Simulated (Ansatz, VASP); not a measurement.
One calculation of Mg5O, two programs

```
Mg O
1.0
     0.00000    3.66446    3.66446
     3.66446    0.00000    3.66446
     3.66446    3.66446    0.00000
Mg O
5 1
Direct
  0.37273 0.87576 0.87576
  0.87576 0.37273 0.87576
  0.87576 0.87576 0.37273
  0.87576 0.87576 0.87576
  0.50000 0.50000 0.50000
  0.25000 0.25000 0.25000
```

Change from the starting cell: species swapped into the Be5Fe type (F-43m, No. 216).

Alike in both runs: task single point; functional PBE; k mesh 4 × 4 × 4; occupations gaussian, width 0.1 eV; collinear spin.

|  | VASP | Ansatz |
| --- | --- | --- |
| version | VASP 6.6.1 | Ansatz 0.2.0 |
| potentials or method | VASP PAW PBE potentials, release 64 (Mg, O), cutoff 520 eV | scalar-relativistic, plane waves, PAW |
| valence electrons in the cell | 16 | 56 |

|  | VASP | Ansatz | Ansatz less VASP |
| --- | --- | --- | --- |
| gap on the k mesh at the Fermi level (eV) | none | none | - |
| pressure (GPa) | 17.8 | 17.7 | -0.11 |
| rms of the force components (eV/Å) | 0.122 | 0.120 | -0.0029 |
| net moment per atom (μB) | 0.24 | 0.24 | 0.000 |
| size of the moment on the site where the two differ most (μB) | 0.05 | 0.16 | +0.110 |

Site moments also hang on the region over which each program counts them. Atom by atom the forces differ by 0.003 eV/Å (rms over components). A gap of «none» marks a metal or a gap that the smearing closes. With one functional, cell and mesh, what is left measures potentials, basis and numerics. VASP's potentials hold 16 valence electrons a cell and Ansatz's 56, so a difference there can come from the potentials and not from the codes.

The k mesh is coarse, so the values compare programs but aren't converged.
